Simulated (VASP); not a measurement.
A run of VASP 6.6.1 is set up as follows.

INCAR

```
PREC = Accurate
ENCUT = 520
EDIFF = 1E-6
ISMEAR = 0
SIGMA = 0.03
LREAL = False
LASPH = True
NELM = 100
ALGO = Normal
ISIF = 2
LWAVE = False
LCHARG = False
GGA = PS
IVDW = 12
NBANDS = 28
```

Contents of KPOINTS:

```
regular mesh
0
Gamma
  8 8 6
```

Contents of POSCAR:

```
SnSe
1.0
    3.9456558390      0.0000000000      0.0000000000
    0.0000000000      3.9456558390      0.0000000000
    0.0000000000      0.0000000000      6.4028000000
Sn Se
2 2
Direct
    0.5000000000      0.0000000000      0.2500241371
    0.0000000000      0.5000000000      0.7499758629
    0.5000000000      0.0000000000      0.7499817524
    0.0000000000      0.5000000000      0.2500182476
```

Potentials or basis: VASP PAW PBE potentials, release 64 (Sn_d, Se).

Run with:

```bash
$ cat potpaw_PBE.64/Sn_d/POTCAR potpaw_PBE.64/Se/POTCAR > POTCAR
$ mpirun -np 1 vasp_std > vasp.out
```

**Question.** What does it give for the band gap on the k mesh?

**Answer.** Zero (band 20 reaches 6.88 eV, above the bottom of band 21 at 6.48 eV).

**Question.** Predict the pressure.

**Answer.** 3.8 GPa.

Stress tensor (GPa, compression positive):
```
 9.41  0.00  0.00
 0.00  9.41  0.00
 0.00  0.00 -7.51
```

Caveat: the PAW data sets were made with another functional, which shifts forces and pressure a little; spin-orbit coupling is left out, which moves the levels of the heavy elements; pairwise dispersion overbinds metals, which lowers pressure and volume.
